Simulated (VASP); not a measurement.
Wanted: the native input for a VASP 6.6.1 run.

```yaml
Task: single point
Functional: PBE
Potentials_or_basis: VASP PAW PBE potentials, release 64 (C, O)
Cutoff: 520 eV
k_mesh: 10 × 10 × 10
Occupations: fermi-dirac, width 0.02 eV
Spin: no spin polarisation
Dipole_correction: no
Further_INCAR_settings: ALGO = Normal; EDIFF = 1e-06; NBANDS = 25
```

The structure of CO2 lies in POSCAR:

```
CO2
1.0
   -2.0296820423      2.0296820423      2.9673315043
    2.0296820423     -2.0296820423      2.9673315043
    2.0296820423      2.0296820423     -2.9673315043
C O
2 4
Direct
    0.0000000000      0.0000000000      0.0000000000
    0.7500000000      0.2500000000      0.5000000000
    0.3750000000      0.2787971452      0.4037971452
    0.7212028548      0.1250000000      0.0962028548
    0.8750000000      0.9712028548      0.5962028548
    0.0287971452      0.6250000000      0.9037971452
```

This cell differs from its parent crystal: biaxial xy strain +3.8%.

One way to write it, as run:

INCAR

```
SYSTEM = CO2
  ALGO = Normal
  EDIFF = 1E-6
  ENCUT = 520
  GGA = PE
  ISIF = 2
  ISMEAR = -1
  LASPH = .True.
  LCHARG = .False.
  LREAL = .False.
  LWAVE = .False.
  NBANDS = 25
  NELM = 80
  PREC = Accurate
  SIGMA = 0.02
```

KPOINTS

```
k-points
0
Gamma
  10 10 10
  0 0 0
```

Potentials or basis: VASP PAW PBE potentials, release 64 (C, O).

Run with:

```console
$ cat potpaw_PBE.64/C/POTCAR potpaw_PBE.64/O/POTCAR > POTCAR
$ mpirun -np 1 vasp_std > vasp.out
```

It gave:

```
Pressure               : -1.3 GPa
Largest force          : 0.303 eV/Å
Band gap on the k mesh : 7.56 eV (least direct gap 7.98 eV)
```

Caveat: the cell differs from its parent crystal (biaxial xy strain +3.8%).

Run time: 90 s on 1 thread of Intel(R) Xeon(R) 6975P-C (Granite Rapids), on a shared host, peak memory 0.22 GiB.
